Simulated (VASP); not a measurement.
# Ni (Pm-3m) in VASP: further runs

Runs on Ni. Level: revPBE. Tasks: single point.

Everything below comes from runs of VASP 6.6.1. Logs are shortened: lines on timing, memory, paths and dates and some standing lists are left out, and cuts for length are marked.

### Step 1. The cell of the first run

The structure is cubic, space group Pm-3m (No. 221). Conventional cell: a = 2.278 Å, b = 2.278 Å, c = 2.278 Å, α = 90.00°, β = 90.00°, γ = 90.00°. Ni (site symmetry m-3m) has 6 Ni at 2.28 Å within 3.0 Å.

This isn't the form of Ni at room conditions, which is fcc.

### Step 2. Single point, revPBE, collinear spin, ferromagnetic start (11.82 Å³/atom)

Contents of INCAR:

```
SYSTEM = Ni
PREC = Accurate
ENCUT = 520
EDIFF = 1E-7
ISMEAR = -1
SIGMA = 0.05
LREAL = .False.
LASPH = .True.
NELM = 150
ALGO = Normal
ISIF = 2
LWAVE = .False.
LCHARG = .True.
ISPIN = 2
MAGMOM = -0.625 -0.625
LORBIT = 11
LMAXMIX = 4
GGA = RE
LELF = .True.
LVHAR = .True.
NBANDS = 21
```

Contents of KPOINTS:

```
Automatic mesh
0
Gamma
  13 13 13
  0 0 0
```

Contents of POSCAR:

```
Ni
1.0
    0.0000000000      2.2779380063      2.2779380063
    2.2779380063      0.0000000000      2.2779380063
    2.2779380063      2.2779380063      0.0000000000
Ni
2
Direct
    0.0000000000      0.0000000000      0.0000000000
    0.5000000000      0.5000000000      0.5000000000
```

Potentials or basis: VASP PAW PBE potentials, release 64 (Ni).

Started as:

```console
cat potpaw_PBE.64/Ni/POTCAR > POTCAR
mpirun -np 1 vasp_std > vasp.out
```

OUTCAR:

```text
SYSTEM = Ni
   PREC = Accurate
   ENCUT = 520
   EDIFF = 1E-7
   ISMEAR = -1
   LREAL = .False.
   LASPH = .True.
   NELM = 150
   ISIF = 2
   ISPIN = 2
   LORBIT = 11
   GGA = RE

 ion  position               nearest neighbor table
   1  0.000  0.000  0.000-   2 2.28   2 2.28   2 2.28   2 2.28   2 2.28   2 2.28
   2  0.500  0.500  0.500-   1 2.28   1 2.28   1 2.28   1 2.28   1 2.28   1 2.28

  LATTYP: Found a face centered cubic cell.
 ALAT       =     4.5558760126

  Lattice vectors:

 A1 = (   0.0000000000,   2.2779380063,   2.2779380063)
 A2 = (   2.2779380063,   0.0000000000,   2.2779380063)
 A3 = (   2.2779380063,   2.2779380063,   0.0000000000)

Analysis of symmetry for initial positions (statically):
=====================================================================
 Subroutine PRICEL returns following result:

  LATTYP: Found a simple cubic cell.
 ALAT       =     2.2779380063
[... 12 lines left out ...]
 Subroutine GETGRP returns: Found 48 space group operations
 (whereof 48 operations were pure point group operations)
 out of a pool of 48 trial point group operations.

The static configuration has the point symmetry O_h .

Analysis of symmetry for dynamics (positions and initial velocities):
=====================================================================
 Subroutine PRICEL returns following result:

  LATTYP: Found a simple cubic cell.
 ALAT       =     2.2779380063
[... 12 lines left out ...]
 Subroutine GETGRP returns: Found 48 space group operations
 (whereof 48 operations were pure point group operations)
 out of a pool of 48 trial point group operations.

The dynamic configuration has the point symmetry O_h .

Analysis of structural, dynamic, and magnetic symmetry:
=====================================================================
 Subroutine PRICEL returns following result:

  LATTYP: Found a simple cubic cell.
 ALAT       =     2.2779380063
[... 12 lines left out ...]
 Subroutine GETGRP returns: Found 48 space group operations
 (whereof 48 operations were pure point group operations)
 out of a pool of 48 trial point group operations.

The overall configuration has the point symmetry O_h .

 Subroutine INISYM returns: Found 48 space group operations
 (whereof 48 operations are pure point group operations),
 and found     2 'primitive' translations

----------------------------------------------------------------------------------------

                                     Primitive cell

  volume of cell :      11.8202

[... 106 lines left out ...]
     AMIX_MAG =   1.60;   BMIX_MAG =  1.00
  volume/ion in A,a.u.               =      11.82        79.77
  Fermi-wavevector in a.u.,A,eV,Ry     =   1.548340  2.925938 32.618008  2.397356
  Thomas-Fermi vector in A             =   2.653304
   LORBIT       =     11    0 simple, 1 ext, 2 COOP (PROOUT), +10 PAW based schemes
   GGA     = RE    functional components
   LHFCALC =     F    Hartree Fock is set to
   AEXX    =    0.0000 exact exchange contribution
   IVDW    =     0    specifies the selected vdW correction
   LEPSILON=     F    determine dielectric tensor
   LRPA    =     F    only Hartree local field effects (RPA)
 spin polarized calculation
  energy-cutoff  :      520.00
  volume of cell :       23.64
 maximum number of plane-waves:       648
   NGX = 11   NGY = 11   NGZ = 11

 number of electron      19.9999983 magnetization      -0.9830033

 Free energy of the ion-electron system (eV)
  ---------------------------------------------------
  ext. energy  EPLUGINS =         0.00000000
  ---------------------------------------------------
  free energy    TOTEN  =        -8.69090247 eV

  energy without entropy =       -8.66204957  energy(sigma->0) =       -8.67647602

 E-fermi :   8.3854     XC(G=0): -12.5844

 val. band max:        8.3802859201   @ k =  -0.4615   0.3077   0.1538
 cond. band min:       8.3898446879   @ k =   0.3846   0.1538   0.0769
 fundamental gap:      0.0095587678
 Fermi energy:         8.3854244807

 spin component 1

 k-point     1 :       0.0000    0.0000    0.0000
  band No.  band energies     occupation
      1       0.0166      1.00000
      2       4.9304      1.00000
      3       4.9304      1.00000
      4       5.3305      1.00000
      5       5.3305      1.00000
      6       5.3305      1.00000
[... 565 lines left out ...]
     20      35.7383      0.00000
     21      36.0071      0.00000

 [... further k-points ...]

 spin component 2

 k-point     1 :       0.0000    0.0000    0.0000
  band No.  band energies     occupation
      1      -0.0019      1.00000
      2       4.5471      1.00000
      3       4.5471      1.00000
      4       4.8637      1.00000
      5       4.8637      1.00000
      6       4.8637      1.00000
[... 565 lines left out ...]
     20      35.6762      0.00000
     21      35.9493      0.00000

 [... further k-points ...]

------------------------ aborting loop because EDIFF is reached ----------------------------------------

  FORCE on cell =-STRESS in cart. coord.  units (eV):
  Direction    XX          YY          ZZ          XY          YZ          ZX
  --------------------------------------------------------------------------------------
  -------------------------------------------------------------------------------------
  Total        2.1351836      2.1351836      2.1351836      0.0000000      0.0000000      0.0000000
  in kB      144.7071893    144.7071893    144.7071893      0.0000000      0.0000000      0.0000000
  external PRESSURE =     144.7071893 kB  Pullay stress =       0.0000000 kB

 VOLUME and BASIS-vectors are now :
 -----------------------------------------------------------------------------
  energy-cutoff  :      520.00
  volume of cell :       23.64
      direct lattice vectors                 reciprocal lattice vectors
     0.000000000  2.277938006  2.277938006    -0.219496755  0.219496755  0.219496755
     2.277938006  0.000000000  2.277938006     0.219496755 -0.219496755  0.219496755
     2.277938006  2.277938006  0.000000000     0.219496755  0.219496755 -0.219496755

 POSITION                                       TOTAL-FORCE (eV/Angst)
 -----------------------------------------------------------------------------------
      0.00000      0.00000      0.00000        -0.000000      0.000000     -0.000000
      2.27794      2.27794      2.27794         0.000000     -0.000000      0.000000
 -----------------------------------------------------------------------------------
    total drift:                                0.000000     -0.000000      0.000000

  FREE ENERGIE OF THE ION-ELECTRON SYSTEM (eV)
  ---------------------------------------------------
  free  energy   TOTEN  =        -8.6909024691 eV

  energy  without entropy=       -8.6620495657  energy(sigma->0) =       -8.67647602

 total charge

# of ion       s       p       d       tot
------------------------------------------
    1        0.532   0.430   8.381   9.344
    2        0.532   0.430   8.381   9.344
--------------------------------------------------
tot          1.064   0.860  16.763  18.687

 magnetization (x)

# of ion       s       p       d       tot
------------------------------------------
    1       -0.001   0.001  -0.493  -0.493
    2       -0.001   0.001  -0.493  -0.493
--------------------------------------------------
tot         -0.002   0.002  -0.986  -0.987
```

It took 52 s on 1 thread of Intel Xeon Platinum 8259CL at 2.50GHz (Skylake/Cascade Lake), shared host; peak memory 0.18 GiB.

Results:

| Item | Value |
| --- | --- |
| Free energy | -8.6909 eV |
| Pressure | 14.5 GPa |
| Net moment | -0.98 μB per cell |
| Site moments | Ni -0.49 μB |
| Valence electrons inside the program's atomic spheres | Ni 9.34 |

Caveat: the cell stands under pressure; the PAW data sets were made with another functional, which shifts forces and pressure a little.

### Step 3. Single point, revPBE, collinear spin, ferromagnetic start (12.33 Å³/atom)

This run uses another cell than the first one, of 12.33 Å³/atom.

Contents of INCAR:

```
SYSTEM = Ni
PREC = Accurate
ENCUT = 520
EDIFF = 1E-7
ISMEAR = -1
SIGMA = 0.05
LREAL = .FALSE.
LASPH = .TRUE.
NELM = 150
ALGO = Normal
ISIF = 2
LWAVE = .FALSE.
LCHARG = .FALSE.
ISPIN = 2
MAGMOM = -0.625 -0.625
LORBIT = 11
LMAXMIX = 4
GGA = RE
NBANDS = 21
```

Contents of KPOINTS:

```
Automatic mesh
0
G
  13 13 13
  0 0 0
```

Contents of POSCAR:

```
Ni
1.0
    0.0000000000      2.3104843750      2.3104843750
    2.3104843750      0.0000000000      2.3104843750
    2.3104843750      2.3104843750      0.0000000000
Ni
2
Direct
    0.0000000000      0.0000000000      0.0000000000
    0.5000000000      0.5000000000      0.5000000000
```

Potentials or basis: VASP PAW PBE potentials, release 64 (Ni).

Started as:

```console
cat potpaw_PBE.64/Ni/POTCAR > POTCAR
mpirun -np 1 vasp_std > vasp.out
```

It took 75 s on 1 thread of Intel Xeon Platinum 8259CL at 2.50GHz (Skylake/Cascade Lake), shared host; peak memory 0.19 GiB.

It converged, with:

```yaml
Free_energy: -8.7585 eV
Pressure: 6.9 GPa
Net_moment: -1.06 μB per cell
Site_moments: Ni -0.53 μB
Valence_electrons_inside_the_program's_atomic_spheres: Ni 9.28
```

Levels at points of the mesh, in eV from the Fermi level:
Spin up:
```tsv
k point	band 6	band 7	band 8	band 9	band 10	band 11	band 12	band 13
(0.00, 0.00, 0.00)	-2.85	0.28	0.28	0.28	1.02	1.02	12.07	12.07
```
Spin down:
```
           k point  band 8  band 9  band 10  band 11  band 12  band 13
(0.00, 0.00, 0.00)   -0.38   -0.38     0.47     0.47    11.99    11.99
```

Caveat: the cell stands under pressure; the PAW data sets were made with another functional, which shifts forces and pressure a little.

### Step 4. Single point, revPBE, collinear spin, ferromagnetic start (12.85 Å³/atom)

This run uses another cell than the first one, of 12.85 Å³/atom.

Contents of INCAR:

```
ALGO = Normal ; EDIFF = 1E-7
ENCUT = 520 ; GGA = RE
ISIF = 2 ; ISMEAR = -1
ISPIN = 2 ; LASPH = T
LCHARG = T ; LELF = T
LMAXMIX = 4 ; LORBIT = 11
LREAL = F ; LVHAR = T
LWAVE = F ; MAGMOM = -0.625 -0.625
NBANDS = 21 ; NELM = 150
PREC = Accurate ; SIGMA = 0.05
```

Contents of KPOINTS:

```
k-points
0
Gamma
  13 13 13
```

Contents of POSCAR:

```
Ni
1.0
    0.0000000000      2.3421387794      2.3421387794
    2.3421387794      0.0000000000      2.3421387794
    2.3421387794      2.3421387794      0.0000000000
Ni
2
Direct
    0.0000000000      0.0000000000      0.0000000000
    0.5000000000      0.5000000000      0.5000000000
```

Started as:

```console
cat potpaw_PBE.64/Ni/POTCAR > POTCAR
mpirun -np 1 vasp_std > vasp.out
```

Run time: 2.1 min. Hardware: 1 thread of Intel Xeon Platinum 8259CL at 2.50GHz (Skylake/Cascade Lake), shared host; peak memory 0.21 GiB.

The run converged. Its results:

```yaml
Free_energy: -8.7830 eV
Pressure: 1.0 GPa
Net_moment: -1.15 μB per cell
Site_moments: Ni -0.58 μB
Valence_electrons_inside_the_program's_atomic_spheres: Ni 9.21
```

Levels at points of the mesh, in eV from the Fermi level:
Spin up:
```
           k point  band 5  band 6  band 7  band 8  band 9  band 10  band 11  band 12  band 13  band 14
(0.00, 0.00, 0.00)   -2.67   -2.67    0.28    0.28    0.28     0.98     0.98    11.68    11.68    11.68
```
Spin down:
| k point | band 8 | band 9 | band 10 | band 11 | band 12 | band 13 | band 14 | band 15 |
| --- | --- | --- | --- | --- | --- | --- | --- | --- |
| (0.00, 0.00, 0.00) | -0.42 | -0.42 | 0.37 | 0.37 | 11.60 | 11.60 | 11.60 | 13.75 |

Caveat: the PAW data sets were made with another functional, which shifts forces and pressure a little.

### Step 5. Summary

```tsv
cell	gap on the mesh (eV)	pressure (GPa)	moment (μB)
a = 3.221 Å, angles 60.0°, 2 atoms	none	14.5	0.98
a = 3.268 Å, angles 60.0°, 2 atoms	none	6.9	1.06
a = 3.312 Å, angles 60.0°, 2 atoms	none	1.0	1.15
```

Alike in all rows: task single point; level revPBE; potentials or basis VASP PAW PBE potentials, release 64 (Ni); spin collinear, ferromagnetic start; k mesh 13 × 13 × 13; cutoff (eV) 520; smearing fermi-dirac 0.05 eV.

Caveats: the PAW data sets were made with another functional, which shifts forces and pressure a little; the cell stands under pressure (at least some runs).

Absolute energies hang on the potentials; compare differences alone.
